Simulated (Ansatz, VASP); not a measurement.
## Two plane-wave programs on ScSbS3

```
CELL_PARAMETERS angstrom
4.34608 0.00000 0.00000
-2.17304 3.76381 0.00000
0.00000 0.00000 8.95527
ATOMIC_POSITIONS crystal
Sc 0.00000 0.00000 0.44323
Sb 0.00000 0.00000 0.91090
S 0.33333 0.66667 0.53957
S 0.66667 0.33333 0.53957
S 0.00000 0.00000 0.16714
```

Alike in both runs: task relaxation of cell and atoms; functional PBE; k mesh 12 × 12 × 4; occupations gaussian, width 0.1 eV; no spin polarisation.

|  | VASP | Ansatz |
| --- | --- | --- |
| version | VASP 6.6.1 | Ansatz 0.2.0 |
| potentials or method | VASP PAW PBE potentials, release 64 (Sc_sv, Sb, S), cutoff 600 eV | scalar-relativistic, plane waves, PAW |
| valence electrons in the cell | 34 | 44 |

Ansatz gave:

| Quantity | Value |
| --- | --- |
| gap on the k mesh at the Fermi level, each at its own relaxed structure (eV) | none |
| relaxed volume (Å³/atom) | 29.54 |
| relaxed length of the cell vector where the two differ most in proportion (Å) | 9.078 |

**Question.** Estimate VASP's values.

**Answer.** gap on the k mesh at the Fermi level, each at its own relaxed structure (eV): none; relaxed volume (Å³/atom): 29.47; relaxed length of the cell vector where the two differ most in proportion (Å): 9.064.

A gap of «none» marks a metal or a gap that the smearing closes. VASP's potentials hold 34 valence electrons a cell and Ansatz's 44, so a difference there can come from the potentials and not from the codes.

Spin-orbit coupling is off throughout.
